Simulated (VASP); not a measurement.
Write the native input for VASP 6.6.1 that does the following.

| Property | Result |
| --- | --- |
| Task | single point |
| Functional | PBE |
| Dispersion | D3(BJ) |
| Potentials or basis | VASP PAW PBE potentials, release 64 (N, H, S, O) |
| Cutoff | 520 eV |
| k mesh | 1 × 1 × 1 |
| Occupations | fermi-dirac, width 0.05 eV |
| Spin | no spin polarisation |
| Dipole correction | no |
| Further INCAR settings | LREAL = Auto; ALGO = Normal; EDIFF = 1e-07; NBANDS = 88 |

The structure of H3SNO2 lies in POSCAR:

```
H3SNO2
1.0
    9.0225770000      0.0000000000      0.0000000000
    0.0000000000      9.0225770000      0.0000000000
    0.0000000000      0.0000000000      9.0225770000
N H S O
5 15 5 10
Direct
    1.0986329072      0.8268812779      0.7408083079
    0.2688699692      0.5009433558      0.7476023757
    0.6766802877      0.0207257860      0.0957154480
    0.6277696494      0.3838149566      0.7637618388
    0.3941445997      0.2235392394      0.2354648788
    1.0328423908      0.9162349072      0.7244271786
    1.0380404623      0.7387246460      0.7747343137
    1.1718824899      0.8595216200      0.8122513113
    0.3090580441      0.5964703876      0.7006534829
    0.3025410589      0.4071674866      0.7102627110
    0.1630243776      0.5004889401      0.7149177003
    0.6117321027      0.0774279898      0.1637891259
    0.6898472576      0.1043050117      0.0157493807
    0.7683724949      0.0136878854      0.1718799407
    0.7164693635      0.4595582836      0.7504951191
    0.5751350196      0.4018142489      0.6688887221
    0.5438690077      0.3760233911      0.8431737407
    0.4902036303      0.2604355718      0.2857498473
    0.3152646965      0.2918124168      0.1958753026
    0.3906644410      0.1107554970      0.2005635419
    0.0439563996      0.5243845522      0.1018556007
    0.3413769702      0.0685945933      0.6344861341
    0.5335393646      0.8249084491      0.9964891405
    0.6068221973      0.6067002809      0.3712686520
    0.7984525929      0.1729771882      0.7137207031
    0.1905774814      0.4651664375      0.1292313715
    0.0431916513      0.6781211177      0.0641501868
    0.2795431948      0.1963518848      0.7156935319
    0.4994360259      0.0906171263      0.6071103633
    0.4156462173      0.9239932228      0.9307872906
    0.6194571684      0.7641275879      0.8693968475
    0.6051929510      0.7667210820      0.4028449965
    0.7485666235      0.5157728219      0.3780848864
    0.8386739177      0.1465656652      0.8780972443
    0.9098398384      0.2288038107      0.6150903450
```

The input as run:

INCAR

```
SYSTEM = H3SNO2
  PREC = Accurate
  ENCUT = 520
  EDIFF = 1E-7
  ISMEAR = -1
  SIGMA = 0.05
  LREAL = Auto
  LASPH = .True.
  NELM = 60
  ALGO = Normal
  ISIF = 2
  LWAVE = .False.
  LCHARG = .False.
  GGA = PE
  IVDW = 12
  NBANDS = 88
```

KPOINTS

```
regular mesh
0
Gamma
  1 1 1
  0 0 0
```

Potentials or basis: VASP PAW PBE potentials, release 64 (N, H, S, O).

Run with:

```bash
$ cat potpaw_PBE.64/N/POTCAR potpaw_PBE.64/H/POTCAR potpaw_PBE.64/S/POTCAR potpaw_PBE.64/O/POTCAR > POTCAR
$ mpirun -np 1 vasp_gam > vasp.out
```

Results of the run:

| Item | Value |
| --- | --- |
| Pressure | -1.0 GPa |
| Largest force | 3.923 eV/Å |
| Dispersion energy per atom | -0.040 eV |

Caveat: the k points lie up to 0.70 Å⁻¹ apart; the atoms stand as in a frame of molecular dynamics.

Wall time 2.4 min on 1 thread of Oxide Virtual Turin-like Processor, on a shared host, peak memory 0.65 GiB.
